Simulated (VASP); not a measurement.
Set up this calculation in VASP 6.6.1, as the native input.

```yaml
Task: single point
Functional: r2SCAN
Potentials_or_basis: VASP PAW PBE potentials, release 64 (C)
Cutoff: 520 eV
k_mesh: 18 × 18 × 6
Occupations: gaussian, width 0.1 eV
Spin: no spin polarisation
Dipole_correction: no
Further_INCAR_settings: ALGO = Normal; EDIFF = 1e-07; NBANDS = 16
```

The system is C.

```
CELL_PARAMETERS angstrom
1.22805 -2.12706 0.00000
1.22805 2.12706 0.00000
0.00000 0.00000 7.17327
ATOMIC_POSITIONS crystal
C 0.08338 0.91662 0.75314
C 0.58338 0.41662 0.24686
C 0.91662 0.08338 0.24686
C 0.41662 0.58338 0.75314
```

The input as run:

POSCAR

```
C
1.0
    1.2280479700     -2.1270618200      0.0000000000
    1.2280479700      2.1270618200      0.0000000000
    0.0000000000      0.0000000000      7.1732677600
C
4
Direct
    0.0833794600      0.9166205400      0.7531376000
    0.5833794600      0.4166205400      0.2468624000
    0.9166205400      0.0833794600      0.2468624000
    0.4166205400      0.5833794600      0.7531376000
```

INCAR.step1

```
ALGO = Normal
EDIFF = 1E-4
ENCUT = 520
GGA = PE
ISMEAR = 0
LASPH = True
LCHARG = False
LREAL = False
LWAVE = True
NBANDS = 16
NELM = 100
PREC = Accurate
SIGMA = 0.1
```

INCAR.step2

```
ALGO = Normal
EDIFF = 1E-7
ENCUT = 520
ISIF = 2
ISMEAR = 0
ISTART = 1
LASPH = True
LCHARG = False
LMIXTAU = True
LREAL = False
LWAVE = False
METAGGA = R2SCAN
NBANDS = 16
NELM = 100
PREC = Accurate
SIGMA = 0.1
```

KPOINTS

```
k-points
0
Gamma
  18 18 6
```

Potentials or basis: VASP PAW PBE potentials, release 64 (C).

The run is started by

```console
$ cat potpaw_PBE.64/C/POTCAR > POTCAR
$ cp INCAR.step1 INCAR
$ mpirun -np 1 vasp_std > vasp.out
$ cp INCAR.step2 INCAR
$ mpirun -np 1 vasp_std > vasp.out
```

It gave:

```
Pressure      : 0.5 GPa
Largest force : 0.023 eV/Å
```

Caveat: the PAW data sets were made with another functional, which shifts forces and pressure a little.

It took 8.7 min on 1 thread of AMD EPYC 7R13 Processor (Zen 3), on a shared host, peak memory 0.24 GiB.
